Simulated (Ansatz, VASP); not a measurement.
# One calculation of PbSe, two programs

```xyz
2
Lattice="0.0000 3.1080 3.1080 3.1080 0.0000 3.1080 3.1080 3.1080 0.0000" Properties=species:S:1:pos:R:3 pbc="T T T"
Pb    0.0000    0.0000    0.0000
Se    3.1080    3.1080    3.1080
```

Alike in both runs: task electric field gradients; functional PBE; k mesh 10 × 10 × 10; occupations fermi-dirac, width 0.03 eV; no spin polarisation.

```csv
,VASP,Ansatz
version,VASP 6.6.1,Ansatz 0.2.0
potentials or method,"VASP PAW PBE potentials, release 64 (Pb_d, Se), cutoff 520 eV","all-electron PAW with datasets made for the crystal, scalar-relativistic"
```

```tsv
	VASP	Ansatz	Ansatz less VASP
pressure (GPa)	0.0	0.0	+0.02
```

Ansatz ran all-electron here, and VASP with PAW potentials.

Neither program's run includes spin-orbit coupling.
